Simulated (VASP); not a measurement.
Set up this calculation in VASP 6.6.1, as the native input.

- Task: relaxation of cell and atoms
- Functional: LDA
- Potentials or basis: VASP PAW LDA potentials, release 64 (Sr_sv)
- Cutoff: 600 eV
- k mesh: 13 × 13 × 13
- Occupations: fermi-dirac, width 0.05 eV
- Spin: no spin polarisation
- Dipole correction: no
- Further INCAR settings: ALGO = Normal; EDIFF = 1e-06; IBRION = 2; EDIFFG = -0.03; NSW = 50; ISIF = 3

The structure of Sr lies in POSCAR:

```
Sr
1.0
    0.0000000000      3.0423500000      3.0423500000
    3.0423500000      0.0000000000      3.0423500000
    3.0423500000      3.0423500000      0.0000000000
Sr
1
Direct
    0.0000000000      0.0000000000      0.0000000000
```

One way to write it, as run:

INCAR

```
PREC = Accurate
ENCUT = 600
EDIFF = 1E-6
ISMEAR = -1
SIGMA = 0.05
LREAL = False
LASPH = True
NELM = 60
ALGO = Normal
ISIF = 3
LWAVE = False
LCHARG = False
IBRION = 2
NSW = 50
EDIFFG = -0.03
```

KPOINTS

```
Automatic mesh
0
Gamma
  13 13 13
```

Potentials or basis: VASP PAW LDA potentials, release 64 (Sr_sv).

The run is started by

```sh
$ cat potpaw_LDA.64/Sr_sv/POTCAR > POTCAR
$ mpirun -np 1 vasp_std > vasp.out
```

It gave:

```
Relaxed volume                         : 48.85 Å³/atom
Relaxed cell                           : a = 4.103 Å, b = 4.103 Å, c = 4.103 Å, α = 60.00°, β = 60.00°, γ = 60.00°
Space group after relaxing (to 0.05 Å) : Fm-3m (No. 225)
Energy gained by relaxing              : 42.6 meV/atom
Ionic steps                            : 3
Pressure after relaxing                : -0.1 GPa
```

Caveat: the volume moved by -13 % from the deposited cell, more than functionals usually miss.

It took 97 s on 1 thread of Intel(R) Xeon(R) Platinum 8259CL CPU @ 2.50GHz (Skylake/Cascade Lake) (shared host), peak memory 0.21 GiB.
